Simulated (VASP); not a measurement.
# LiBiSe2 (R-3m) in VASP: notebook

The runs below take LiBiSe2 through single point, with PBE.

Everything below comes from runs of VASP 6.6.1. Logs are shortened: lines on timing, memory, paths and dates and some standing lists are left out, and cuts for length are marked.

## 1. The cell of the first run

The structure is trigonal, space group R-3m (No. 166). Conventional cell: a = 4.120 Å, b = 4.120 Å, c = 19.840 Å, α = 90.00°, β = 90.00°, γ = 120.00°. Within 3.8 Å of Li (site symmetry -3m) lie 6 Se at 2.85 Å. Within 3.9 Å of Bi (site symmetry -3m) lie 6 Se at 2.95 Å. Se (site symmetry 3m) has 3 Li at 2.85 Å and 3 Bi at 2.95 Å within 3.8 Å.

## 2. Single point, PBE

Contents of INCAR:

```
SYSTEM = LiBiSe2
PREC = Accurate
ENCUT = 520
EDIFF = 1E-7
ISMEAR = 0
SIGMA = 0.01
LREAL = .FALSE.
LASPH = .TRUE.
NELM = 100
ALGO = Normal
ISIF = 2
LWAVE = .FALSE.
LCHARG = .TRUE.
GGA = PE
LELF = .TRUE.
LVHAR = .TRUE.
NBANDS = 23
```

Contents of KPOINTS:

```
regular mesh
0
G
  4 4 4
  0 0 0
```

Contents of POSCAR:

```
LiBiSe2
1.0
    2.0599089268      1.1892889734      6.6134011414
   -2.0599089268      1.1892889734      6.6134011414
    0.0000000000     -2.3785779468      6.6134011414
Li Bi Se
1 1 2
Direct
    1.0000000000      0.0000000000      0.0000000000
    0.5000000000      0.5000000000      0.5000000000
    0.2543314314      0.2543314314      0.2543314314
    0.7456685686      0.7456685686      0.7456685686
```

Potentials or basis: VASP PAW PBE potentials, release 64 (Li_sv, Bi_d, Se).

Launch:

```console
$ cat potpaw_PBE.64/Li_sv/POTCAR potpaw_PBE.64/Bi_d/POTCAR potpaw_PBE.64/Se/POTCAR > POTCAR
$ mpirun -np 1 vasp_std > vasp.out
```

OUTCAR:

```text
SYSTEM = LiBiSe2
   PREC = Accurate
   ENCUT = 520
   EDIFF = 1E-7
   ISMEAR = 0
   LREAL = .FALSE.
   LASPH = .TRUE.
   NELM = 100
   ISIF = 2
   GGA = PE

 ion  position               nearest neighbor table
   1  0.000  0.000  0.000-
   2  0.500  0.500  0.500-   3 2.95   3 2.95   4 2.95   4 2.95   3 2.95   4 2.95
   3  0.254  0.254  0.254-   2 2.95   2 2.95   2 2.95
   4  0.746  0.746  0.746-   2 2.95   2 2.95   2 2.95

  LATTYP: Found a trigonal (rhomboedric) cell.
 ALAT       =     7.0281368588
 COS(alpha) =     0.8281911167

  Lattice vectors:

 A1 = (   2.0599089268,   1.1892889734,   6.6134011414)
 A2 = (  -2.0599089268,   1.1892889734,   6.6134011414)
 A3 = (   0.0000000000,  -2.3785779468,   6.6134011414)

Analysis of symmetry for initial positions (statically):
=====================================================================
 Subroutine PRICEL returns:
 Original cell was already a primitive cell.

 Routine SETGRP: Setting up the symmetry group for a
 trigonal (rhombohedral) supercell.

 Subroutine GETGRP returns: Found 12 space group operations
 (whereof 12 operations were pure point group operations)
 out of a pool of 12 trial point group operations.

The static configuration has the point symmetry D_3d.

Analysis of symmetry for dynamics (positions and initial velocities):
=====================================================================
 Subroutine PRICEL returns:
 Original cell was already a primitive cell.

 Routine SETGRP: Setting up the symmetry group for a
 trigonal (rhombohedral) supercell.

 Subroutine GETGRP returns: Found 12 space group operations
 (whereof 12 operations were pure point group operations)
 out of a pool of 12 trial point group operations.

The dynamic configuration has the point symmetry D_3d.

 Subroutine INISYM returns: Found 12 space group operations
 (whereof 12 operations are pure point group operations),
 and found     1 'primitive' translations

----------------------------------------------------------------------------------------

                                     Primitive cell

  volume of cell :      97.2101

  direct lattice vectors                    reciprocal lattice vectors
     2.059908927  1.189288973  6.613401141     0.242729178  0.140139756  0.050402709
    -2.059908927  1.189288973  6.613401141    -0.242729178  0.140139756  0.050402709
     0.000000000 -2.378577947  6.613401141     0.000000000 -0.280279512  0.050402709

  length of vectors
     7.028136859  7.028136859  7.028136859     0.284775417  0.284775417  0.284775417

  position of ions in fractional coordinates (direct lattice)
     0.000000000  0.000000000  0.000000000
     0.500000000  0.500000000  0.500000000
     0.254331431  0.254331431  0.254331431
     0.745668569  0.745668569  0.745668569

  ion indices of the primitive-cell ions
   primitive index   ion index
                 1           1
                 2           2
                 3           3
                 4           4

----------------------------------------------------------------------------------------

 KPOINTS: regular mesh

Automatic generation of k-mesh.
 Grid dimensions read from file:
 generate k-points for:    4    4    4

 Generating k-lattice:

  Cartesian coordinates                     Fractional coordinates (reciprocal lattice)
     0.060682294  0.035034939  0.012600677     0.250000000 -0.000000000  0.000000000
    -0.060682294  0.035034939  0.012600677    -0.000000000  0.250000000  0.000000000
     0.000000000 -0.070069878  0.012600677     0.000000000  0.000000000  0.250000000

  Length of vectors
     0.071193854  0.071193854  0.071193854

  Shift w.r.t. Gamma in fractional coordinates (k-lattice)
     0.000000000  0.000000000  0.000000000

 Subroutine IBZKPT returns following result:
 ===========================================

 Found     13 irreducible k-points:

 Following reciprocal coordinates:
            Coordinates               Weight
  0.000000  0.000000  0.000000      1.000000
  0.250000 -0.000000  0.000000      6.000000
  0.500000 -0.000000  0.000000      3.000000
  0.250000  0.250000  0.000000      6.000000
  0.500000  0.250000 -0.000000     12.000000
 -0.250000  0.250000  0.000000      6.000000
  0.500000  0.500000  0.000000      3.000000
  0.250000  0.250000  0.250000      2.000000
  0.500000  0.250000  0.250000      6.000000
 -0.250000  0.250000  0.250000      6.000000
  0.500000  0.500000  0.250000      6.000000
 -0.250000  0.500000  0.250000      6.000000
  0.500000  0.500000  0.500000      1.000000
   k-points           NKPTS =     13   k-points in BZ     NKDIM =     13   number of bands    NBANDS=     23
   number of dos      NEDOS =    301   number of ions     NIONS =      4
   total plane-waves  NPLWV = 157464
   dimension x,y,z NGX =    54 NGY =   54 NGZ =   54
   dimension x,y,z NGXF=   108 NGYF=  108 NGZF=  108
   ions per type =               1   1   2
   NGX,Y,Z   is equivalent  to a cutoff of  12.77, 12.77, 12.77 a.u.
   NGXF,Y,Z  is equivalent  to a cutoff of  25.55, 25.55, 25.55 a.u.
 SYSTEM =  LiBiSe2
   PREC   = accura    normal or accurate (medium, high low for compatibility)
   ISTART =      0    job   : 0-new  1-cont  2-samecut
   ICHARG =      2    charge: 1-file 2-atom 10-const
   ISPIN  =      1    spin polarized calculation?
   LNONCOLLINEAR =      F non collinear calculations
   LSORBIT =      F    spin-orbit coupling
   LASPH  =      T    aspherical Exc in radial PAW
   ENCUT  =  520.0 eV  38.22 Ry    6.18 a.u.  13.07 13.07 13.07*2*pi/ulx,y,z
   NELM   =    100;   NELMIN=  2; NELMDL= -5     # of ELM steps
   EDIFF  = 0.1E-06   stopping-criterion for ELM
   LREAL  =      F    real-space projection
   EDIFFG = 0.1E-05   stopping-criterion for IOM
   NSW    =      0    number of steps for IOM
   IBRION =     -1    ionic relax: 0-MD 1-quasi-New 2-CG
   NFREE  =      0    steps in history (QN), initial steepest desc. (CG)
   ISIF   =      2    stress and relaxation
   ISYM   =      2    0-nonsym 1-usesym 2-fastsym
   POTIM  = 0.5000    time-step for ionic-motion
   TEBEG  =    0.0;   TEEND  =   0.0 temperature during run
   PSTRESS=    0.0 pullay stress
   NELECT =      30.0000    total number of electrons
   NUPDOWN=      -1.0000    fix difference up-down
   EMIN   =  10.00;   EMAX   =-10.00  energy-range for DOS
   EFERMI =   0.00;   METHOD = LEGACY
   ISMEAR =     0;   SIGMA  =   0.01  broadening in eV -4-tet -1-fermi 0-gaus
   EFERMI_NEDOS =   21; number of points for ismear=-14 and -15
   IALGO  =     38    algorithm
   IMIX   =      4    mixing-type and parameters
     AMIX     =   0.40;   BMIX     =  1.00
     AMIX_MAG =   1.60;   BMIX_MAG =  1.00
  volume/ion in A,a.u.               =      24.30       164.00
  Fermi-wavevector in a.u.,A,eV,Ry     =   1.106313  2.090629 16.652562  1.223929
  Thomas-Fermi vector in A             =   2.242812
   LORBIT       =      0    0 simple, 1 ext, 2 COOP (PROOUT), +10 PAW based schemes
   GGA     = PE    functional components
   LHFCALC =     F    Hartree Fock is set to
   AEXX    =    0.0000 exact exchange contribution
   IVDW    =     0    specifies the selected vdW correction
   LEPSILON=     F    determine dielectric tensor
   LRPA    =     F    only Hartree local field effects (RPA)
 non-spin polarized calculation
 Gauss-broadening in eV      SIGMA  =   0.01
  energy-cutoff  :      520.00
  volume of cell :       97.21
 maximum number of plane-waves:      2640
 NGX is ok and might be reduce to    54
   NGX = 27   NGY = 27   NGZ = 27

 number of electron      29.9999995 magnetization

 Free energy of the ion-electron system (eV)
  ---------------------------------------------------
  ext. energy  EPLUGINS =         0.00000000
  ---------------------------------------------------
  free energy    TOTEN  =       -15.68318868 eV

  energy without entropy =      -15.68318868  energy(sigma->0) =      -15.68318868

 E-fermi :   4.0085     XC(G=0):  -9.2464

 val. band max:        3.9489318316   @ k =   0.5000   0.5000   0.5000
 cond. band min:       5.0010551269   @ k =   0.5000   0.5000   0.5000
 fundamental gap:      1.0521232953
 Fermi energy:         4.0084851571

 k-point     1 :       0.0000    0.0000    0.0000
  band No.  band energies     occupation
      1     -41.9798      2.00000
      2     -18.8980      2.00000
      3     -18.8970      2.00000
      4     -18.8970      2.00000
      5     -18.8826      2.00000
      6     -18.8826      2.00000
[... 15 lines left out ...]
     22      11.2582      0.00000
     23      11.2956      0.00000

 k-point     2 :       0.2500   -0.0000    0.0000
  band No.  band energies     occupation
      1     -41.9796      2.00000
      2     -18.9050      2.00000
      3     -18.8920      2.00000
      4     -18.8865      2.00000
      5     -18.8865      2.00000
      6     -18.8810      2.00000
[... 15 lines left out ...]
     22      11.3928      0.00000
     23      11.4953      0.00000

 k-point     3 :       0.5000   -0.0000    0.0000
  band No.  band energies     occupation
      1     -41.9795      2.00000
      2     -18.9151      2.00000
      3     -18.8971      2.00000
      4     -18.8874      2.00000
      5     -18.8773      2.00000
      6     -18.8679      2.00000
[... 15 lines left out ...]
     22      11.6446      0.00000
     23      12.2987      0.00000
[... 209 lines left out ...]
 k-point    12 :      -0.2500    0.5000    0.2500
  band No.  band energies     occupation
      1     -41.9795      2.00000
      2     -18.9052      2.00000
      3     -18.8928      2.00000
      4     -18.8882      2.00000
      5     -18.8858      2.00000
      6     -18.8727      2.00000
[... 15 lines left out ...]
     22      11.3721      0.00000
     23      12.4495      0.00000

 k-point    13 :       0.5000    0.5000    0.5000
  band No.  band energies     occupation
      1     -41.9798      2.00000
      2     -18.8980      2.00000
      3     -18.8970      2.00000
      4     -18.8970      2.00000
      5     -18.8826      2.00000
      6     -18.8826      2.00000
[... 15 lines left out ...]
     22      11.5370      0.00000
     23      11.6145      0.00000

------------------------ aborting loop because EDIFF is reached ----------------------------------------

  FORCE on cell =-STRESS in cart. coord.  units (eV):
  Direction    XX          YY          ZZ          XY          YZ          ZX
  --------------------------------------------------------------------------------------
  -------------------------------------------------------------------------------------
  Total        0.5293676      0.5293676      0.4613668      0.0000000     -0.0000000     -0.0000000
  in kB        8.7248186      8.7248186      7.6040568      0.0000000     -0.0000000     -0.0000000
  external PRESSURE =       8.3512313 kB  Pullay stress =       0.0000000 kB

 VOLUME and BASIS-vectors are now :
 -----------------------------------------------------------------------------
  energy-cutoff  :      520.00
  volume of cell :       97.21
      direct lattice vectors                 reciprocal lattice vectors
     2.059908927  1.189288973  6.613401141     0.242729178  0.140139756  0.050402709
    -2.059908927  1.189288973  6.613401141    -0.242729178  0.140139756  0.050402709
     0.000000000 -2.378577947  6.613401141     0.000000000 -0.280279512  0.050402709

 POSITION                                       TOTAL-FORCE (eV/Angst)
 -----------------------------------------------------------------------------------
      0.00000      0.00000      0.00000        -0.000000     -0.000000      0.000000
      0.00000      0.00000      9.92010         0.000000     -0.000000     -0.000000
      0.00000      0.00000      5.04599        -0.000000     -0.000000      0.188603
      0.00000      0.00000     14.79422        -0.000000      0.000000     -0.188603
 -----------------------------------------------------------------------------------
    total drift:                               -0.000000     -0.000000      0.000000

  FREE ENERGIE OF THE ION-ELECTRON SYSTEM (eV)
  ---------------------------------------------------
  free  energy   TOTEN  =       -15.6831886786 eV

  energy  without entropy=      -15.6831886786  energy(sigma->0) =      -15.68318868
```

Run time: 3.5 min. Hardware: 1 thread of AMD EPYC 7R13, shared host; peak memory 0.37 GiB.

What came out:

```yaml
Free_energy: -15.6832 eV
Largest_force: 0.189 eV/Å
Band_gap_on_the_k_mesh: 1.05 eV, direct
```

Forces in eV/Å, atoms in the order of the input:
```
Li   0.000  0.000  0.000
Bi   0.000  0.000  0.000
Se   0.000  0.000  0.189
Se   0.000  0.000 -0.189
```

Caveat: the k points lie up to 0.45 Å⁻¹ apart; the cutoff is under 1.25 times the usual one of these potentials, so pressure, stress and relaxed cells hold a basis-set (Pulay) error; spin-orbit coupling is left out, which moves the levels of the heavy elements.

## 3. Single point, PBE

Contents of INCAR:

```
  PREC = Accurate
  ENCUT = 520
  EDIFF = 1E-6
  ISMEAR = 0
  SIGMA = 0.01
  LREAL = F
  LASPH = T
  NELM = 100
  ALGO = Normal
  ISIF = 2
  LWAVE = F
  LCHARG = F
  GGA = PE
  NBANDS = 23
```

Contents of KPOINTS:

```
Automatic mesh
0
Gamma
  4 4 4
```

POSCAR is that of step 2.

Potentials or basis: VASP PAW PBE potentials, release 64 (Li_sv, Bi_d, Se).

Launch:

```console
$ cat potpaw_PBE.64/Li_sv/POTCAR potpaw_PBE.64/Bi_d/POTCAR potpaw_PBE.64/Se/POTCAR > POTCAR
$ mpirun -np 1 vasp_std > vasp.out
```

OUTCAR:

```text
PREC = Accurate
   ENCUT = 520
   EDIFF = 1E-6
   ISMEAR = 0
   LREAL = F
   LASPH = T
   NELM = 100
   ISIF = 2
   GGA = PE

 ion  position               nearest neighbor table
   1  0.000  0.000  0.000-
   2  0.500  0.500  0.500-   3 2.95   3 2.95   4 2.95   4 2.95   3 2.95   4 2.95
   3  0.254  0.254  0.254-   2 2.95   2 2.95   2 2.95
   4  0.746  0.746  0.746-   2 2.95   2 2.95   2 2.95

[... 523 lines left out ...]

  FORCE on cell =-STRESS in cart. coord.  units (eV):
  Direction    XX          YY          ZZ          XY          YZ          ZX
  --------------------------------------------------------------------------------------
  -------------------------------------------------------------------------------------
  Total        0.5247589      0.5247589      0.4568993      0.0000000     -0.0000000      0.0000000
  in kB        8.6488597      8.6488597      7.5304268      0.0000000     -0.0000000      0.0000000
  external PRESSURE =       8.2760487 kB  Pullay stress =       0.0000000 kB

 VOLUME and BASIS-vectors are now :
 -----------------------------------------------------------------------------
  energy-cutoff  :      520.00
  volume of cell :       97.21
      direct lattice vectors                 reciprocal lattice vectors
     2.059908927  1.189288973  6.613401141     0.242729178  0.140139756  0.050402709
    -2.059908927  1.189288973  6.613401141    -0.242729178  0.140139756  0.050402709
     0.000000000 -2.378577947  6.613401141     0.000000000 -0.280279512  0.050402709

 POSITION                                       TOTAL-FORCE (eV/Angst)
 -----------------------------------------------------------------------------------
      0.00000      0.00000      0.00000        -0.000000      0.000000      0.000000
      0.00000      0.00000      9.92010         0.000000      0.000000      0.000000
      0.00000      0.00000      5.04599        -0.000000      0.000000      0.188623
      0.00000      0.00000     14.79422        -0.000000     -0.000000     -0.188623
 -----------------------------------------------------------------------------------
    total drift:                               -0.000000     -0.000000      0.000000

  FREE ENERGIE OF THE ION-ELECTRON SYSTEM (eV)
  ---------------------------------------------------
  free  energy   TOTEN  =       -15.6831886537 eV

  energy  without entropy=      -15.6831886537  energy(sigma->0) =      -15.68318865
```

OSZICAR:

```text
N       E                     dE             d eps       ncg     rms          rms(c)
DAV:   1     0.246385455556E+03    0.24639E+03   -0.13228E+04   598   0.130E+03
DAV:   2     0.957353085982E+01   -0.23681E+03   -0.22365E+03   619   0.333E+02
DAV:   3    -0.151630410026E+02   -0.24737E+02   -0.24058E+02   766   0.109E+02
DAV:   4    -0.164834279526E+02   -0.13204E+01   -0.13144E+01  1017   0.251E+01
DAV:   5    -0.165153053043E+02   -0.31877E-01   -0.31870E-01   750   0.298E+00    0.423E+00
DAV:   6    -0.156701715363E+02    0.84513E+00   -0.16592E+00   838   0.810E+00    0.233E+00
DAV:   7    -0.156790272754E+02   -0.88557E-02   -0.33194E-01   766   0.239E+00    0.137E+00
DAV:   8    -0.156849736716E+02   -0.59464E-02   -0.34821E-02   744   0.173E+00    0.194E-01
DAV:   9    -0.156829840026E+02    0.19897E-02   -0.91627E-03   833   0.720E-01    0.732E-02
DAV:  10    -0.156831236500E+02   -0.13965E-03   -0.10328E-03   732   0.178E-01    0.388E-02
DAV:  11    -0.156831842831E+02   -0.60633E-04   -0.95041E-05   747   0.591E-02    0.117E-02
DAV:  12    -0.156831892188E+02   -0.49357E-05   -0.13157E-05   778   0.379E-02    0.572E-03
DAV:  13    -0.156831886537E+02    0.56514E-06   -0.13990E-06   606   0.818E-03
   1 F= -.15683189E+02 E0= -.15683189E+02  d E =-.349573E-19
```

stdout:

```text
POSCAR found type information on POSCAR LiBiSe
 POSCAR found :  3 types and       4 ions
 scaLAPACK will be used
 LDA part: xc-table for (Slater+PW92), standard interpolation
 POSCAR, INCAR and KPOINTS ok, starting setup
 FFT: planning ... GRIDC
 FFT: planning ... GRID_SOFT
 FFT: planning ... GRID
 WAVECAR not read
 entering main loop
```

It took 2.9 min on 1 thread of AMD EPYC 7R13, shared host; peak memory 0.36 GiB.

Results:

```yaml
Free_energy: -15.6832 eV
Largest_force: 0.189 eV/Å
Band_gap_on_the_k_mesh: 1.05 eV, direct
```

Forces on the atoms (eV/Å):
```
Li   0.000  0.000  0.000
Bi   0.000  0.000  0.000
Se   0.000  0.000  0.189
Se   0.000  0.000 -0.189
```

Caveat: the k points lie up to 0.45 Å⁻¹ apart; the cutoff is under 1.25 times the usual one of these potentials, so pressure, stress and relaxed cells hold a basis-set (Pulay) error; spin-orbit coupling is left out, which moves the levels of the heavy elements. A k mesh can miss the band edges.
